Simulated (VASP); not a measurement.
Write the native input for VASP 6.6.1 that does the following.

| Property | Result |
| --- | --- |
| Task | single point |
| Functional | r2SCAN |
| Potentials or basis | VASP PAW PBE potentials, release 64 (Si, C) |
| Cutoff | 520 eV |
| k mesh | 10 × 10 × 10 |
| Occupations | gaussian, width 0.05 eV |
| Spin | no spin polarisation |
| Dipole correction | no |
| Further INCAR settings | ALGO = Normal; EDIFF = 1e-07; NBANDS = 11 |

SiC (Moissanite 3C):

```
Si C
1.0
     0.00000    1.98773    1.98773
     1.98773    0.00000    1.98773
     1.98773    1.98773    0.00000
Si C
1 1
Direct
  0.00000 0.00000 0.00000
  0.25000 0.25000 0.25000
```

This cell differs from its parent crystal: volume scaled by 0.760.

These files were run (other wordings do the same):

POSCAR

```
SiC
1.0
    0.0000000000      1.9877283984      1.9877283984
    1.9877283984      0.0000000000      1.9877283984
    1.9877283984      1.9877283984      0.0000000000
Si C
1 1
Direct
    0.0000000000      0.0000000000      0.0000000000
    0.2500000000      0.2500000000      0.2500000000
```

INCAR.step1

```
SYSTEM = SiC
  PREC = Accurate
  ENCUT = 520
  ISMEAR = 0
  SIGMA = 0.05
  LREAL = .FALSE.
  LASPH = .TRUE.
  NELM = 80
  NBANDS = 11
  GGA = PE
  ALGO = Normal
  EDIFF = 1E-4
  LWAVE = .TRUE.
  LCHARG = .FALSE.
```

INCAR.step2

```
SYSTEM = SiC
  PREC = Accurate
  ENCUT = 520
  EDIFF = 1E-7
  ISMEAR = 0
  SIGMA = 0.05
  LREAL = .FALSE.
  LASPH = .TRUE.
  NELM = 80
  ALGO = Normal
  ISIF = 2
  LWAVE = .FALSE.
  LCHARG = .FALSE.
  METAGGA = R2SCAN
  LMIXTAU = .TRUE.
  NBANDS = 11
  ISTART = 1
```

KPOINTS

```
Automatic mesh
0
G
  10 10 10
  0 0 0
```

Potentials or basis: VASP PAW PBE potentials, release 64 (Si, C).

The run is started by

```bash
$ cat potpaw_PBE.64/Si/POTCAR potpaw_PBE.64/C/POTCAR > POTCAR
$ cp INCAR.step1 INCAR
$ mpirun -np 1 vasp_std > vasp.out
$ cp INCAR.step2 INCAR
$ mpirun -np 1 vasp_std > vasp.out
```

Results of the run:

```json
{
  "Pressure": "104.0 GPa",
  "Band gap on the k mesh": "1.50 eV, indirect (least direct gap 5.35 eV)"
}
```

Caveat: the PAW data sets were made with another functional, which shifts forces and pressure a little.

Wall time 49 s on 1 thread of Intel(R) Xeon(R) Platinum 8259CL CPU @ 2.50GHz (Skylake/Cascade Lake), on a shared host, peak memory 0.14 GiB.
